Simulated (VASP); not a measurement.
# BeZn2Se3: single point with PBE

Crystal: BeZn2Se3.

```
Be Zn Se
1.0
    -2.01716    2.01716    8.66315
     2.01716   -2.01716    8.66315
     2.01716    2.01716   -8.66315
Be Zn Se
1 2 3
Direct
  0.00000 0.00000 0.00000
  0.66163 0.66163 0.00000
  0.33837 0.33837 0.00000
  0.42754 0.92754 0.50000
  0.07246 0.57246 0.50000
  0.75000 0.25000 0.50000
```

This cell differs from its parent crystal: volume scaled by 1.10, then relaxed in part.

| Property | Result |
| --- | --- |
| Program | VASP 6.6.1 |
| Task | single point |
| Functional | PBE |
| Potentials or basis | VASP PAW PBE potentials, release 64 (Be, Zn, Se) |
| Cutoff | 520 eV |
| k mesh | 10 × 10 × 10 |
| Occupations | gaussian, width 0.02 eV |
| Spin | no spin polarisation |
| Dipole correction | no |
| Further INCAR settings | ALGO = Normal; EDIFF = 1e-07; NBANDS = 31 |

| Property | Result |
| --- | --- |
| Pressure | -4.7 GPa |
| Largest force | 0.014 eV/Å |
| Band gap on the k mesh | 1.43 eV, direct |

Forces on the atoms (eV/Å):
```
Be   0.000  0.000  0.000
Zn   0.000  0.000 -0.003
Zn   0.000  0.000  0.003
Se   0.000  0.000  0.014
Se   0.000  0.000 -0.014
Se   0.000  0.000  0.000
```

Levels at points of the mesh, in eV from the valence-band top:
```csv
k point,band 20,band 21,band 22,band 23,band 24,band 25
"(0.00, 0.00, 0.00)",-0.18,0.00,0.00,1.43,3.09,3.77
"(0.50, 0.00, 0.00)",-0.84,-0.63,-0.53,2.58,3.68,3.76
"(0.50, 0.50, 0.00)",-2.29,-1.94,-1.93,3.05,3.31,4.43
"(0.50, 0.50, 0.50)",-0.76,-0.44,-0.44,2.75,3.26,3.44
```

Wall time 35 min on 1 thread of Oxide Virtual Turin-like Processor, on a shared host, peak memory 0.92 GiB.

 A k mesh can miss the band edges.
